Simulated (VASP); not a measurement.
A run of VASP 6.6.1 is set up as follows.

INCAR

```
PREC     = Accurate       # precision mode
ENCUT    = 500            # plane-wave cutoff, eV
EDIFF    = 1E-6           # SCF threshold, eV
ISMEAR   = 0              # smearing method
SIGMA    = 0.1            # smearing width, eV
LREAL    = False          # projectors in reciprocal space
LASPH    = True           # aspherical terms in the spheres
NELM     = 120            # most SCF steps
ALGO     = Normal         # electronic algorithm
ISIF     = 2              # what is computed and relaxed
LWAVE    = False          # write WAVECAR
LCHARG   = False          # write CHGCAR
GGA      = PE             # functional
NBANDS   = 12             # bands
GGA_COMPAT= False
```

File KPOINTS:

```
regular mesh
0
Gamma
  6 6 6
```

File POSCAR:

```
Al
1.0
    1.4432243981      0.8332459947      6.9411109865
   -1.4432243981      0.8332459947      6.9411109865
    0.0000000000     -1.6664919895      6.9411109865
Al
3
Direct
    0.0000000000      0.0000000000      0.0000000000
    0.2226793977      0.2226793977      0.2226793977
    0.7773206023      0.7773206023      0.7773206023
```

Potentials or basis: VASP PAW PBE potentials, release 64 (Al).

Command:

```sh
$ cat potpaw_PBE.64/Al/POTCAR > POTCAR
$ mpirun -np 1 vasp_std > vasp.out
```

Problem. What does it give for the pressure?

Solution. 0.1 GPa.

Problem. What does it give for the largest force?

Solution. 0.005 eV/Å.

Forces on the atoms (eV/Å):
```
Al   0.000  0.000  0.000
Al   0.000  0.000 -0.005
Al   0.000  0.000  0.005
```

Caveat: the k points lie up to 0.42 Å⁻¹ apart.
